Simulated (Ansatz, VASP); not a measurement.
**Al6O in VASP and in Ansatz**

```xyz
14
Lattice="5.7135 0.0000 0.0000 0.0000 5.7135 0.0000 0.0000 0.0000 22.1747" Properties=species:S:1:pos:R:3 pbc="T T T"
Al    1.4284    1.4284    4.0000
Al    1.4284    4.2851    4.0000
Al    4.2851    1.4284    4.0000
Al    4.2851    4.2851    4.0000
Al    0.0000    0.0000    6.0848
Al    0.0000    2.8568    6.0848
Al    2.8568    0.0000    6.0848
Al    2.8568    2.8568    6.0848
Al    1.4284    1.4284    8.1747
Al    1.4284    4.2851    8.1747
Al    4.2851    1.4284    8.1747
Al    4.2851    4.2851    8.1747
O    -0.1366    1.4284    9.2947
O     2.9934    1.4284    9.2947
```

Alike in both runs: task single point; functional PBE; k mesh 5 × 5 × 1; occupations gaussian, width 0.1 eV; collinear spin.

|  | VASP | Ansatz |
| --- | --- | --- |
| version | VASP 6.6.1 | Ansatz 0.2.0 |
| potentials or method | VASP PAW PBE potentials, release 64 (Al, O), cutoff 520 eV | scalar-relativistic, plane waves, PAW |
| valence electrons in the cell | 48 | 48 |

Ansatz gave:

* gap on the k mesh at the Fermi level (eV): none
* rms of the force components (eV/Å): 0.901
* net moment per atom (μB): 0.00

Question: Which values does VASP return?

Answer: gap on the k mesh at the Fermi level (eV): none; rms of the force components (eV/Å): 0.900; net moment per atom (μB): 0.00.

Atom by atom the forces differ by 0.014 eV/Å (rms over components). A gap of «none» marks a metal or a gap that the smearing closes. Ansatz's warnings: seeded moment not kept.
